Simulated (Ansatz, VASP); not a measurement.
## InP in VASP and in Ansatz

```
CELL_PARAMETERS angstrom
0.00000 2.93637 2.65935
2.71476 0.00000 2.65935
2.71476 2.93637 0.00000
ATOMIC_POSITIONS crystal
In 0.00000 0.00000 0.00000
P 0.50000 0.50000 0.50000
```

Change from the starting cell: strain +e along x and -e along y -0.0400, strain +e along z and -e/2 along x and y -0.0400.

Alike in both runs: task single point; functional PBE; k mesh 18 × 18 × 18; occupations gaussian, width 0.15 eV; no spin polarisation.

```csv
,VASP,Ansatz
version,VASP 6.6.1,Ansatz 0.2.0
potentials or method,"VASP PAW PBE potentials, release 64 (In_d, P), cutoff 520 eV","scalar-relativistic, plane waves, PAW"
valence electrons in the cell,18,18
```

Ansatz gave:

- gap on the k mesh at the Fermi level (eV): none
- pressure (GPa): 1.3
- traceless stress, the component that is largest in VASP (GPa): -5.37

Which values does VASP return?

gap on the k mesh at the Fermi level (eV): none; pressure (GPa): 1.3; traceless stress, the component that is largest in VASP (GPa): -5.35.

A gap of «none» marks a metal or a gap that the smearing closes. With one functional, cell and mesh, what is left measures potentials, basis and numerics.
